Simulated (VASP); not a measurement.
# GaAs (F-43m) in VASP: further runs

Runs on GaAs. Level: LDA. Tasks: electric field gradients.

Everything below comes from runs of VASP 6.6.1. Logs are shortened: lines on timing, memory, paths and dates and some standing lists are left out, and cuts for length are marked.

## 1. The cell of the first run

Symmetry: F-43m, No. 216, cubic system. The conventional cell has a = 5.577 Å, b = 5.577 Å, c = 5.577 Å, α = 90.00°, β = 90.00°, γ = 90.00°. Within 3.2 Å of Ga (site symmetry -43m) lie 4 As at 2.42 Å. As (site symmetry -43m) has 4 Ga at 2.42 Å within 3.2 Å.

## 2. Electric field gradients, LDA (21.69 Å³/atom)

Contents of INCAR:

```
ALGO     = Normal         # electronic algorithm
EDIFF    = 1E-8           # SCF threshold, eV
ENCUT    = 520            # plane-wave cutoff, eV
GGA      = CA             # functional
ISIF     = 2              # what is computed and relaxed
ISMEAR   = -1             # smearing method
LASPH    = True           # aspherical terms in the spheres
LCHARG   = False          # write CHGCAR
LEFG     = True         
LREAL    = False          # projectors in reciprocal space
LWAVE    = False          # write WAVECAR
NBANDS   = 16             # bands
NELM     = 60             # most SCF steps
PREC     = Accurate       # precision mode
SIGMA    = 0.05           # smearing width, eV
```

Contents of KPOINTS:

```
k-points
0
Gamma
  11 11 11
```

Contents of POSCAR:

```
GaAs
1.0
    0.0000000000      2.7886446409      2.7886446409
    2.7886446409      0.0000000000      2.7886446409
    2.7886446409      2.7886446409      0.0000000000
Ga As
1 1
Direct
    0.0000000000      0.0000000000      0.0000000000
    0.7500000000      0.7500000000      0.7500000000
```

Potentials or basis: VASP PAW LDA potentials, release 64 (Ga_d, As).

Run with:

```
$ cat potpaw_LDA.64/Ga_d/POTCAR potpaw_LDA.64/As/POTCAR > POTCAR
$ mpirun -np 1 vasp_std > vasp.out
```

OUTCAR:

```text
EDIFF = 1E-8
   ENCUT = 520
   GGA = CA
   ISIF = 2
   ISMEAR = -1
   LASPH = True
   LREAL = False
   NELM = 60
   PREC = Accurate

 ion  position               nearest neighbor table
   1  0.000  0.000  0.000-   2 2.42   2 2.42   2 2.42   2 2.42
   2  0.750  0.750  0.750-   1 2.42   1 2.42   1 2.42   1 2.42

  LATTYP: Found a face centered cubic cell.
 ALAT       =     5.5772892818

  Lattice vectors:

 A1 = (   0.0000000000,   2.7886446409,   2.7886446409)
 A2 = (   2.7886446409,   0.0000000000,   2.7886446409)
 A3 = (   2.7886446409,   2.7886446409,   0.0000000000)

Analysis of symmetry for initial positions (statically):
=====================================================================
 Subroutine PRICEL returns:
 Original cell was already a primitive cell.

 Routine SETGRP: Setting up the symmetry group for a
 face centered cubic supercell.

 Subroutine GETGRP returns: Found 24 space group operations
 (whereof 24 operations were pure point group operations)
 out of a pool of 48 trial point group operations.

The static configuration has the point symmetry T_d .

Analysis of symmetry for dynamics (positions and initial velocities):
=====================================================================
 Subroutine PRICEL returns:
 Original cell was already a primitive cell.

 Routine SETGRP: Setting up the symmetry group for a
 face centered cubic supercell.

 Subroutine GETGRP returns: Found 24 space group operations
 (whereof 24 operations were pure point group operations)
 out of a pool of 48 trial point group operations.

The dynamic configuration has the point symmetry T_d .

 Subroutine INISYM returns: Found 24 space group operations
 (whereof 24 operations are pure point group operations),
 and found     1 'primitive' translations

----------------------------------------------------------------------------------------

                                     Primitive cell

  volume of cell :      43.3720

  direct lattice vectors                    reciprocal lattice vectors
     0.000000000  2.788644641  2.788644641    -0.179298571  0.179298571  0.179298571
     2.788644641  0.000000000  2.788644641     0.179298571 -0.179298571  0.179298571
     2.788644641  2.788644641  0.000000000     0.179298571  0.179298571 -0.179298571

  length of vectors
     3.943739072  3.943739072  3.943739072     0.310554235  0.310554235  0.310554235

  position of ions in fractional coordinates (direct lattice)
     0.000000000  0.000000000  0.000000000
     0.750000000  0.750000000  0.750000000

  ion indices of the primitive-cell ions
   primitive index   ion index
                 1           1
                 2           2

----------------------------------------------------------------------------------------

 KPOINTS: k-points

Automatic generation of k-mesh.
 Grid dimensions read from file:
 generate k-points for:   11   11   11

 Generating k-lattice:

  Cartesian coordinates                     Fractional coordinates (reciprocal lattice)
    -0.016299870  0.016299870  0.016299870     0.090909091  0.000000000  0.000000000
     0.016299870 -0.016299870  0.016299870     0.000000000  0.090909091  0.000000000
     0.016299870  0.016299870 -0.016299870     0.000000000  0.000000000  0.090909091

  Length of vectors
     0.028232203  0.028232203  0.028232203

  Shift w.r.t. Gamma in fractional coordinates (k-lattice)
     0.000000000  0.000000000  0.000000000

 Subroutine IBZKPT returns following result:
 ===========================================

 Found     56 irreducible k-points:

 Following reciprocal coordinates:
            Coordinates               Weight
  0.000000  0.000000  0.000000      1.000000
  0.090909  0.000000  0.000000      8.000000
  0.181818  0.000000  0.000000      8.000000
  0.272727  0.000000  0.000000      8.000000
  0.363636  0.000000  0.000000      8.000000
  0.454545  0.000000  0.000000      8.000000
[... 16 lines left out ...]
 -0.272727  0.181818  0.000000     24.000000
 -0.181818  0.181818  0.000000     12.000000
 [... further k-points ...]
   k-points           NKPTS =     56   k-points in BZ     NKDIM =     56   number of bands    NBANDS=     16
   number of dos      NEDOS =    301   number of ions     NIONS =      2
   total plane-waves  NPLWV =  27000
   dimension x,y,z NGX =    30 NGY =   30 NGZ =   30
   dimension x,y,z NGXF=    60 NGYF=   60 NGZF=   60
   ions per type =               1   1
   NGX,Y,Z   is equivalent  to a cutoff of  12.65, 12.65, 12.65 a.u.
   NGXF,Y,Z  is equivalent  to a cutoff of  25.29, 25.29, 25.29 a.u.
 SYSTEM =  unknown system
   PREC   = accura    normal or accurate (medium, high low for compatibility)
   ISTART =      0    job   : 0-new  1-cont  2-samecut
   ICHARG =      2    charge: 1-file 2-atom 10-const
   ISPIN  =      1    spin polarized calculation?
   LNONCOLLINEAR =      F non collinear calculations
   LSORBIT =      F    spin-orbit coupling
   LASPH  =      T    aspherical Exc in radial PAW
   ENCUT  =  520.0 eV  38.22 Ry    6.18 a.u.   7.33  7.33  7.33*2*pi/ulx,y,z
   NELM   =     60;   NELMIN=  2; NELMDL= -5     # of ELM steps
   EDIFF  = 0.1E-07   stopping-criterion for ELM
   LREAL  =      F    real-space projection
   EDIFFG = 0.1E-06   stopping-criterion for IOM
   NSW    =      0    number of steps for IOM
   IBRION =     -1    ionic relax: 0-MD 1-quasi-New 2-CG
   NFREE  =      0    steps in history (QN), initial steepest desc. (CG)
   ISIF   =      2    stress and relaxation
   ISYM   =      2    0-nonsym 1-usesym 2-fastsym
   POTIM  = 0.5000    time-step for ionic-motion
   TEBEG  =    0.0;   TEEND  =   0.0 temperature during run
   PSTRESS=    0.0 pullay stress
   NELECT =      18.0000    total number of electrons
   NUPDOWN=      -1.0000    fix difference up-down
   EMIN   =  10.00;   EMAX   =-10.00  energy-range for DOS
   EFERMI =   0.00;   METHOD = LEGACY
   ISMEAR =    -1;   SIGMA  =   0.05  broadening in eV -4-tet -1-fermi 0-gaus
   EFERMI_NEDOS =   21; number of points for ismear=-14 and -15
   IALGO  =     38    algorithm
   IMIX   =      4    mixing-type and parameters
     AMIX     =   0.40;   BMIX     =  1.00
     AMIX_MAG =   1.60;   BMIX_MAG =  1.00
  volume/ion in A,a.u.               =      21.69       146.34
  Fermi-wavevector in a.u.,A,eV,Ry     =   1.221132  2.307604 20.288498  1.491163
  Thomas-Fermi vector in A             =   2.356325
   LORBIT       =      0    0 simple, 1 ext, 2 COOP (PROOUT), +10 PAW based schemes
   GGA     = CA    functional components
   LHFCALC =     F    Hartree Fock is set to
   AEXX    =    0.0000 exact exchange contribution
   IVDW    =     0    specifies the selected vdW correction
   LEPSILON=     F    determine dielectric tensor
   LRPA    =     F    only Hartree local field effects (RPA)
 non-spin polarized calculation
  energy-cutoff  :      520.00
  volume of cell :       43.37
 maximum number of plane-waves:      1211
 NGX is ok and might be reduce to    30
   NGX = 15   NGY = 15   NGZ = 15

 number of electron      18.0000015 magnetization

 Free energy of the ion-electron system (eV)
  ---------------------------------------------------
  ext. energy  EPLUGINS =         0.00000000
  ---------------------------------------------------
  free energy    TOTEN  =        -9.63840474 eV

  energy without entropy =       -9.63840062  energy(sigma->0) =       -9.63840268

 E-fermi :   4.5578     XC(G=0): -10.0937

 val. band max:        4.1986121342   @ k =   0.0000   0.0000   0.0000
 cond. band min:       4.8415239298   @ k =   0.0000   0.0000   0.0000
 fundamental gap:      0.6429117956
 Fermi energy:         4.5577767397

 k-point     1 :       0.0000    0.0000    0.0000
  band No.  band energies     occupation
      1     -10.8082      2.00000
      2     -10.8082      2.00000
      3     -10.8082      2.00000
      4     -10.7197      2.00000
      5     -10.7197      2.00000
      6      -8.8661      2.00000
[... 8 lines left out ...]
     15      14.4734      0.00000
     16      14.4734      0.00000

 k-point     2 :       0.0909    0.0000    0.0000
  band No.  band energies     occupation
      1     -10.8169      2.00000
      2     -10.8060      2.00000
      3     -10.8060      2.00000
      4     -10.7198      2.00000
      5     -10.7198      2.00000
      6      -8.7630      2.00000
[... 8 lines left out ...]
     15      13.7985      0.00000
     16      13.7985      0.00000

 k-point     3 :       0.1818    0.0000    0.0000
  band No.  band energies     occupation
      1     -10.8386      2.00000
      2     -10.8004      2.00000
      3     -10.8004      2.00000
      4     -10.7199      2.00000
      5     -10.7199      2.00000
      6      -8.4642      2.00000
[... 8 lines left out ...]
     15      13.2321      0.00000
     16      13.2321      0.00000

 k-point     4 :       0.2727    0.0000    0.0000
  band No.  band energies     occupation
      1     -10.8642      2.00000
      2     -10.7940      2.00000
      3     -10.7940      2.00000
      4     -10.7191      2.00000
      5     -10.7191      2.00000
      6      -8.0044      2.00000
[... 8 lines left out ...]
     15      13.3862      0.00000
     16      13.3862      0.00000
[... 324 lines left out ...]
 k-point    22 :      -0.3636    0.1818    0.0000
  band No.  band energies     occupation
      1     -10.9010      2.00000
      2     -10.7821      2.00000
      3     -10.7785      2.00000
      4     -10.7200      2.00000
      5     -10.7189      2.00000
      6      -6.8770      2.00000
[... 8 lines left out ...]
     15      13.8672      0.00000
     16      15.7337      0.00000

 k-point    23 :      -0.2727    0.1818    0.0000
  band No.  band energies     occupation
      1     -10.8888      2.00000
      2     -10.7844      2.00000
      3     -10.7840      2.00000
      4     -10.7222      2.00000
      5     -10.7181      2.00000
      6      -7.3478      2.00000
[... 8 lines left out ...]
     15      14.6829      0.00000
     16      16.5193      0.00000

 k-point    24 :      -0.1818    0.1818    0.0000
  band No.  band energies     occupation
      1     -10.8714      2.00000
      2     -10.7913      2.00000
      3     -10.7884      2.00000
      4     -10.7233      2.00000
      5     -10.7175      2.00000
      6      -7.8494      2.00000
[... 8 lines left out ...]
     15      14.4789      0.00000
     16      15.2265      0.00000

 [... further k-points ...]
[... 5 lines left out ...]
  --------------------------------------------------------------------------------------
  -------------------------------------------------------------------------------------
  Total        0.3813628      0.3813628      0.3813628      0.0000000      0.0000000      0.0000000
  in kB       14.0876770     14.0876770     14.0876770      0.0000000      0.0000000      0.0000000
  external PRESSURE =      14.0876770 kB  Pullay stress =       0.0000000 kB

 VOLUME and BASIS-vectors are now :
 -----------------------------------------------------------------------------
  energy-cutoff  :      520.00
  volume of cell :       43.37
      direct lattice vectors                 reciprocal lattice vectors
     0.000000000  2.788644641  2.788644641    -0.179298571  0.179298571  0.179298571
     2.788644641  0.000000000  2.788644641     0.179298571 -0.179298571  0.179298571
     2.788644641  2.788644641  0.000000000     0.179298571  0.179298571 -0.179298571

 POSITION                                       TOTAL-FORCE (eV/Angst)
 -----------------------------------------------------------------------------------
      0.00000      0.00000      0.00000        -0.000000     -0.000000     -0.000000
      4.18297      4.18297      4.18297         0.000000      0.000000      0.000000
 -----------------------------------------------------------------------------------
    total drift:                                0.000000      0.000000      0.000000

  FREE ENERGIE OF THE ION-ELECTRON SYSTEM (eV)
  ---------------------------------------------------
  free  energy   TOTEN  =        -9.6384047406 eV

  energy  without entropy=       -9.6384006240  energy(sigma->0) =       -9.63840268

 Electric field gradients (V/A^2)
---------------------------------------------------------------------
 ion       V_xx      V_yy      V_zz      V_xy      V_xz      V_yz
---------------------------------------------------------------------
   1       0.000    -0.000    -0.000    -0.003    -0.003    -0.003
   2      -0.000     0.000    -0.000     0.000     0.000     0.000
---------------------------------------------------------------------

 Electric field gradients after diagonalization (V/A^2)
 (convention: |V_zz| > |V_xx| > |V_yy|)
----------------------------------------------------------------------
 ion       V_xx      V_yy      V_zz     asymmetry (V_yy - V_xx)/ V_zz
----------------------------------------------------------------------
   1       0.003     0.003    -0.007       0.000
   2      -0.000    -0.000     0.000       0.000
----------------------------------------------------------------------

           NMR quadrupolar parameters

 Cq : quadrupolar parameter    Cq=e*Q*V_zz/h
 eta: asymmetry parameters     (V_yy - V_xx)/ V_zz
 Q  : nuclear electric quadrupole moment in mb (millibarn)
----------------------------------------------------------------------
 ion       Cq(MHz)       eta       Q (mb)
----------------------------------------------------------------------
   1      -0.000       0.000       1.000
   2       0.000       0.000       1.000
----------------------------------------------------------------------
```

Run time: 67 s. Hardware: 1 thread of Intel Xeon 8259CL, shared host; peak memory 0.17 GiB.

What came out:

* Free energy: -9.6384 eV
* Pressure: 1.4 GPa
* Band gap on the k mesh: 0.64 eV
* Largest electric field gradient by atom: under 0.05 V/Å² on every atom

Caveat: semilocal functionals underestimate gaps, and a narrow one can read as zero; an odd mesh through Γ misses points on the zone boundary, where band edges can lie.

## 3. Electric field gradients, LDA (21.69 Å³/atom)

Contents of INCAR:

```
SYSTEM = GaAs
  PREC = Accurate
  ENCUT = 520
  EDIFF = 1E-8
  ISMEAR = -1
  SIGMA = 0.05
  LREAL = .FALSE.
  LASPH = .TRUE.
  NELM = 60
  ALGO = Normal
  ISIF = 2
  LWAVE = .FALSE.
  LCHARG = .FALSE.
  LEFG = .TRUE.
  NBANDS = 16
```

Contents of KPOINTS:

```
Automatic mesh
0
G
  11 11 11
  0 0 0
```

POSCAR is that of step 2.

Potentials or basis: VASP PAW LDA potentials, release 64 (Ga_d, As).

Run with:

```
$ cat potpaw_LDA.64/Ga_d/POTCAR potpaw_LDA.64/As/POTCAR > POTCAR
$ mpirun -np 1 vasp_std > vasp.out
```

OUTCAR:

```text
SYSTEM = GaAs
   PREC = Accurate
   ENCUT = 520
   EDIFF = 1E-8
   ISMEAR = -1
   LREAL = .FALSE.
   LASPH = .TRUE.
   NELM = 60
   ISIF = 2

 ion  position               nearest neighbor table
   1  0.000  0.000  0.000-   2 2.42   2 2.42   2 2.42   2 2.42
   2  0.750  0.750  0.750-   1 2.42   1 2.42   1 2.42   1 2.42

  LATTYP: Found a face centered cubic cell.
 ALAT       =     5.5772892818

  Lattice vectors:

 A1 = (   0.0000000000,   2.7886446409,   2.7886446409)
 A2 = (   2.7886446409,   0.0000000000,   2.7886446409)
 A3 = (   2.7886446409,   2.7886446409,   0.0000000000)
[... 668 lines left out ...]
  free  energy   TOTEN  =        -9.6384047406 eV

  energy  without entropy=       -9.6384006240  energy(sigma->0) =       -9.63840268

 Electric field gradients (V/A^2)
---------------------------------------------------------------------
 ion       V_xx      V_yy      V_zz      V_xy      V_xz      V_yz
---------------------------------------------------------------------
   1       0.000    -0.000    -0.000    -0.003    -0.003    -0.003
   2      -0.000     0.000    -0.000     0.000     0.000     0.000
---------------------------------------------------------------------

 Electric field gradients after diagonalization (V/A^2)
 (convention: |V_zz| > |V_xx| > |V_yy|)
----------------------------------------------------------------------
 ion       V_xx      V_yy      V_zz     asymmetry (V_yy - V_xx)/ V_zz
----------------------------------------------------------------------
   1       0.003     0.003    -0.007       0.000
   2      -0.000    -0.000     0.000       0.000
----------------------------------------------------------------------

           NMR quadrupolar parameters

 Cq : quadrupolar parameter    Cq=e*Q*V_zz/h
 eta: asymmetry parameters     (V_yy - V_xx)/ V_zz
 Q  : nuclear electric quadrupole moment in mb (millibarn)
----------------------------------------------------------------------
 ion       Cq(MHz)       eta       Q (mb)
----------------------------------------------------------------------
   1      -0.000       0.000       1.000
   2       0.000       0.000       1.000
----------------------------------------------------------------------
```

OSZICAR:

```text
N       E                     dE             d eps       ncg     rms          rms(c)
DAV:   1     0.811993157865E+02    0.81199E+02   -0.88490E+03  1832   0.158E+03
DAV:   2    -0.337047108841E+01   -0.84570E+02   -0.80496E+02  2040   0.309E+02
DAV:   3    -0.978590935801E+01   -0.64154E+01   -0.63948E+01  2200   0.665E+01
DAV:   4    -0.987722610734E+01   -0.91317E-01   -0.91306E-01  2216   0.873E+00
DAV:   5    -0.987847089870E+01   -0.12448E-02   -0.12447E-02  2288   0.911E-01    0.313E+00
DAV:   6    -0.968573487997E+01    0.19274E+00   -0.21897E-01  2752   0.847E+00    0.184E+00
DAV:   7    -0.964158731378E+01    0.44148E-01   -0.67495E-02  2576   0.196E+00    0.525E-01
DAV:   8    -0.963843154648E+01    0.31558E-02   -0.92171E-03  2184   0.106E+00    0.118E-01
DAV:   9    -0.963839554854E+01    0.35998E-04   -0.69254E-04  2232   0.313E-01    0.401E-02
DAV:  10    -0.963840012930E+01   -0.45808E-05   -0.43774E-05  2736   0.759E-02    0.212E-02
DAV:  11    -0.963840487891E+01   -0.47496E-05   -0.71840E-06  2048   0.407E-02    0.294E-03
DAV:  12    -0.963840474029E+01    0.13862E-06   -0.57948E-07  2576   0.114E-02    0.216E-03
DAV:  13    -0.963840474064E+01   -0.34834E-09   -0.74857E-08  2328   0.235E-03
   1 F= -.96384047E+01 E0= -.96384027E+01  d E =-.411661E-05
```

It took 67 s on 1 thread of Intel Xeon 8259CL, shared host; peak memory 0.17 GiB.

What came out:

- Free energy: -9.6384 eV
- Pressure: 1.4 GPa
- Band gap on the k mesh: 0.64 eV
- Largest electric field gradient by atom: under 0.05 V/Å² on every atom

Caveat: semilocal functionals underestimate gaps, and a narrow one can read as zero; an odd mesh through Γ misses points on the zone boundary, where band edges can lie.

(Continued in part 2 of 2.)
